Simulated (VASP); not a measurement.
# MoS2 (P1) in VASP: further runs, part 2 of 2

VASP 6.6.1. Earlier steps stand in the parts before.

**3. Single point, PBE**

INCAR reads:

```
  PREC = Accurate
  ENCUT = 520
  EDIFF = 1E-6
  ISMEAR = -1
  SIGMA = 0.36
  LREAL = Auto
  LASPH = T
  NELM = 80
  ALGO = Normal
  ISIF = 2
  LWAVE = F
  LCHARG = T
  GGA = PE
  LELF = T
  LVHAR = T
  NBANDS = 122
```

KPOINTS reads:

```
Automatic mesh
0
Gamma
  2 2 1
```

POSCAR reads:

```
MoS2
1.0
   -3.3002220000     -5.7161520000      0.0000000000
    4.9503330000     -2.8580760000      0.0000000000
    0.0000000000      0.0000000000     12.8865820000
Mo S
8 16
Direct
    0.6588853297      0.2578347478      0.3410757018
    0.3750231946      0.8871039175      0.7771572012
    0.3100739804      0.7989185721      0.2379762143
    0.0678980741      0.3985143460      0.7069291143
   -0.0013327004      0.4372234742      0.2709950552
   -0.2573973719      0.7550262842      0.7509671688
    0.9361678747      0.9430197556      0.2599060015
    0.6524013334      0.1820017428      0.8560299387
    0.2342525955      0.5184874572      0.5716023070
    0.6725452968      0.6769340132      0.2236357166
    0.5043939270      0.5550963813      0.8340768716
    0.6142471449      0.5281769814      0.4600211290
    0.0227906653      1.0483363958      0.6283434971
    0.8751670405      0.2534264908      0.1364908088
    0.3199485495      0.8829105521      1.0377926435
    0.2804255004      0.2015150104      0.2759537013
   -0.2351163333      0.4896163358      0.6062429898
    0.0470456635      0.7213173606      0.1080038136
   -0.0282618222      0.4806201345      0.8744211615
    0.1283177568      0.7032409908      0.3920589649
    0.5147351683      1.0872683366      0.6517476861
    1.2838488924      0.1663092885     -0.1047834096
    0.7094705774      0.8541264614      0.9633896715
    0.6667642057     -0.0402457975      0.4349485379
```

Potentials or basis: VASP PAW PBE potentials, release 64 (Mo_sv, S).

Launch:

```
cat potpaw_PBE.64/Mo_sv/POTCAR potpaw_PBE.64/S/POTCAR > POTCAR
mpirun -np 1 vasp_std > vasp.out
```

OUTCAR:

```text
PREC = Accurate
   ENCUT = 520
   EDIFF = 1E-6
   ISMEAR = -1
   LREAL = Auto
   LASPH = T
   NELM = 80
   ISIF = 2
   GGA = PE

 ion  position               nearest neighbor table
   1  0.659  0.258  0.341-  24 2.09  12 2.20   5 2.63  16 2.65   7 2.77  10 2.84  14 3.00
   2  0.375  0.887  0.777-  21 2.18  11 2.21  22 2.29   6 2.56   8 2.69
   3  0.310  0.799  0.238-  16 2.36  20 2.38  18 2.45  10 2.50   7 2.62  15 2.62   5 2.95
   4  0.068  0.399  0.707-   9 2.17  13 2.26  19 2.30  17 2.44   6 3.01  22 3.11
   5  0.999  0.437  0.271-  14 2.18  16 2.30  20 2.34  10 2.62   1 2.63  18 2.67   7 2.86   7 2.92
                             3 2.95
   6  0.743  0.755  0.751-  11 2.22  17 2.41   2 2.56  19 2.70  21 2.74  23 2.80   8 2.85  13 2.95
[... 720 lines left out ...]
  in kB       62.0794016     52.8670464     24.2044561    -15.5478064      7.5896248     15.6699342
  external PRESSURE =      46.3836347 kB  Pullay stress =       0.0000000 kB

 VOLUME and BASIS-vectors are now :
 -----------------------------------------------------------------------------
  energy-cutoff  :      520.00
  volume of cell :      486.20
      direct lattice vectors                 reciprocal lattice vectors
    -3.300222000 -5.716152000  0.000000000    -0.075752480 -0.131207148  0.000000000
     4.950333000 -2.858076000  0.000000000     0.151504959 -0.087471432  0.000000000
     0.000000000  0.000000000 12.886582000     0.000000000  0.000000000  0.077600096

 POSITION                                       TOTAL-FORCE (eV/Angst)
 -----------------------------------------------------------------------------------
     -0.89810     -4.50320      4.39530         2.773043      0.253497     -2.394494
      3.15380     -4.67910     10.01490         2.268989      3.680214     -1.138620
      2.93160     -4.05580      3.06670        -0.231895     -0.962689     -0.980794
      1.74870     -1.52710      9.10990        -0.680114      1.353098     -1.402518
     -1.13142     -6.95815      3.49220         0.915548     -0.912208      0.782931
      1.28688     -6.40275      9.67740        -0.375819     -2.812633     -0.805613
[... 16 lines left out ...]
      1.88680     -6.49660     12.41480         1.306339     -1.424789     -0.990767
      2.55063     -6.55438      5.60500        -1.115514     -0.621156      0.992547
 -----------------------------------------------------------------------------------
    total drift:                                0.003304     -0.005101      0.002524

  FREE ENERGIE OF THE ION-ELECTRON SYSTEM (eV)
  ---------------------------------------------------
  free  energy   TOTEN  =      -153.7191599943 eV

  energy  without entropy=     -146.6364001662  energy(sigma->0) =     -150.17778008
```

stdout:

```text
POSCAR found type information on POSCAR MoS
 POSCAR found :  2 types and      24 ions
 scaLAPACK will be used
 LDA part: xc-table for (Slater+PW92), standard interpolation
 POSCAR, INCAR and KPOINTS ok, starting setup
 FFT: planning ... GRIDC
 FFT: planning ... GRID_SOFT
 FFT: planning ... GRID
 WAVECAR not read
 entering main loop
```

Wall time 12 min (1 thread of Intel Xeon 6975P-C (Granite Rapids), shared host); peak memory 0.56 GiB.

Results:

- Free energy: -153.7192 eV
- Pressure: 4.6 GPa
- Largest force: 4.471 eV/Å
- Band gap on the k mesh: zero (filled and empty bands touch)

Forces on the atoms (eV/Å):
```
Mo   2.773  0.253 -2.394
Mo   2.269  3.680 -1.139
Mo  -0.232 -0.963 -0.981
Mo  -0.680  1.353 -1.403
Mo   0.916 -0.912  0.783
Mo  -0.376 -2.813 -0.806
Mo  -0.159  0.729  0.225
Mo  -0.393  0.382 -0.126
S    0.236 -1.425  0.588
S    0.616  0.422  0.189
S   -1.022  1.472  0.689
S   -0.474  0.461 -0.086
S   -1.276  0.668  1.574
S   -1.453  2.577 -1.557
S   -0.695  0.644  1.399
S   -0.968 -0.923  0.180
S    0.735 -0.513  1.559
S    0.038 -1.255  0.554
S    0.995  0.568 -0.071
S    0.757 -0.358  0.207
S   -1.231 -1.544  0.564
S   -0.568 -0.458  0.050
S    1.306 -1.425 -0.991
S   -1.116 -0.621  0.993
```

Stress tensor (GPa, compression positive):
```
 6.21 -1.55  1.57
-1.55  5.29  0.76
 1.57  0.76  2.42
```

Levels at points of the mesh, in eV from the Fermi level:
| k point | band 100 | band 101 | band 102 | band 103 | band 104 | band 105 | band 106 | band 107 |
| --- | --- | --- | --- | --- | --- | --- | --- | --- |
| (0.00, 0.00, 0.00) | -0.50 | -0.45 | -0.27 | -0.23 | -0.12 | 0.10 | 0.22 | 0.29 |
| (0.50, 0.00, 0.00) | -0.59 | -0.37 | -0.36 | -0.29 | 0.07 | 0.15 | 0.21 | 0.40 |
| (0.00, 0.50, 0.00) | -0.58 | -0.35 | -0.19 | 0.02 | 0.05 | 0.14 | 0.22 | 0.38 |
| (0.50, 0.50, 0.00) | -0.56 | -0.41 | -0.26 | -0.10 | -0.05 | 0.07 | 0.18 | 0.22 |

Caveat: the k points lie up to 0.55 Å⁻¹ apart; the atoms stand as in a frame of molecular dynamics; so wide a smearing shifts energies and pressures; forces of over 1 eV/Å act on the atoms, so gaps and moduli don't describe the material at rest.

**4. Single point, PBE**

INCAR reads:

```
  PREC = Accurate
  ENCUT = 520
  EDIFF = 1E-6
  ISMEAR = -1
  SIGMA = 0.36
  LREAL = Auto
  LASPH = True
  NELM = 100
  ALGO = Normal
  ISIF = 2
  LWAVE = False
  LCHARG = True
  GGA = PE
  LELF = True
  LVHAR = True
  NBANDS = 122
```

KPOINTS is that of step 3.

POSCAR reads:

```
MoS2
1.0
   -3.3002220000     -5.7161520000      0.0000000000
    4.9503330000     -2.8580760000      0.0000000000
    0.0000000000      0.0000000000     12.8865820000
Mo S
8 16
Direct
    0.6481079768      0.2695576648      0.3329742518
    0.2662475638      0.8231721114      0.7526510909
    0.2910979265      0.7243124414      0.2509121503
    0.1174843852      0.2947932094      0.6995415852
    0.0485420090      0.3873677601      0.2699319339
   -0.2150250073      0.7613568098      0.7631891839
    0.9116364239      0.8948494136      0.2908917198
    0.5940984590      0.1684849897      0.8710067573
    0.3626188065      0.5615021379      0.6279322166
    0.6576901832      0.6413555637      0.1977638446
    0.4936630536      0.5830310143      0.8584433017
    0.6385549893      0.5836522965      0.4350416581
   -0.0324235955      0.9161191655      0.6329219028
    0.7972799143      0.1943709066      0.1732344543
    0.3337626260      0.6411873224      1.0580074685
    0.3081299073      0.0798728285      0.2983878890
   -0.2079943976      0.5044049185      0.6306482200
    0.0133992688      0.6655553397      0.1090902149
   -0.0713714741      0.3901471459      0.8588390622
    0.1906349135      0.5690198085      0.4010217760
    0.5194637418      1.1119950251      0.7089855169
    1.2905108554      0.0610004047     -0.0609238354
    0.8428444387      0.9547587524      0.9219434603
    0.9197247508      0.2203277752      0.4229205231
```

Launch:

```
cat potpaw_PBE.64/Mo_sv/POTCAR potpaw_PBE.64/S/POTCAR > POTCAR
mpirun -np 1 vasp_std > vasp.out
```

Run time: 13 min. Hardware: 1 thread of Intel Xeon 6975P-C (Granite Rapids), shared host; peak memory 0.56 GiB.

Results (log left out):

```
Free energy   : -156.0570 eV
Pressure      : 4.5 GPa
Largest force : 4.470 eV/Å
```

Forces in eV/Å, atoms in the order of the input:
```
Mo   2.834  1.856 -2.218
Mo   0.565 -0.112  0.338
Mo  -2.427 -1.712 -3.341
Mo   0.868  0.510  0.491
Mo  -1.348  1.782 -2.028
Mo   0.519  0.489  2.225
Mo  -0.396  0.697 -0.081
Mo   2.163  0.777  0.275
S    0.417  1.554 -0.101
S    0.636  0.291  1.594
S   -0.442  0.144  0.003
S    1.572 -0.505  0.262
S    0.884 -3.432 -0.160
S   -1.465  1.296 -0.652
S    0.684  0.965  1.027
S    2.766 -2.330  0.447
S   -2.577  0.511 -0.692
S   -1.069 -1.416  1.175
S    0.815 -1.191 -1.010
S    1.528 -1.107  2.406
S   -0.860  1.113 -2.227
S   -0.290 -0.091 -0.296
S   -2.196 -0.372  1.217
S   -3.184  0.282  1.346
```

Stress tensor (GPa, compression positive):
```
 3.68 -2.31  1.38
-2.31  5.14 -0.37
 1.38 -0.37  4.62
```

Levels at points of the mesh, in eV from the Fermi level:
```csv
k point,band 100,band 101,band 102,band 103,band 104,band 105,band 106,band 107
"(0.00, 0.00, 0.00)",-0.50,-0.39,-0.27,-0.09,0.05,0.08,0.17,0.30
"(0.50, 0.00, 0.00)",-0.68,-0.62,-0.36,-0.13,-0.01,0.09,0.28,0.38
"(0.00, 0.50, 0.00)",-0.56,-0.36,-0.24,-0.18,-0.08,0.10,0.20,0.26
"(0.50, 0.50, 0.00)",-0.56,-0.31,-0.05,0.02,0.04,0.14,0.23,0.25
```

Caveat: the k points lie up to 0.55 Å⁻¹ apart; the atoms stand as in a frame of molecular dynamics; so wide a smearing shifts energies and pressures; forces of over 1 eV/Å act on the atoms, so gaps and moduli don't describe the material at rest.

**5. Overview**

| cell | gap on the mesh (eV) | pressure (GPa) | largest force (eV/Å) |
| --- | --- | --- | --- |
| as given, atomic positions A | 0.07 | 8.4 | 4.22 |
| as given, atomic positions B | none | 4.6 | 4.47 |
| as given, atomic positions C | - | 4.5 | 4.47 |

Alike in all rows: task single point; level PBE; potentials or basis VASP PAW PBE potentials, release 64 (Mo_sv, S); no spin polarisation; k mesh 2 × 2 × 1; cutoff (eV) 520; smearing fermi-dirac 0.36 eV.

Caveats: all runs use coarse meshes; the atoms stand as in a frame of molecular dynamics; forces of over 1 eV/Å act on the atoms, so gaps and moduli don't describe the material at rest; so wide a smearing shifts energies and pressures (at least some runs); an odd mesh through Γ misses points on the zone boundary, where band edges can lie (at least some runs).

Total energies depend on the potentials used, so only differences within one code and one set of settings carry meaning.
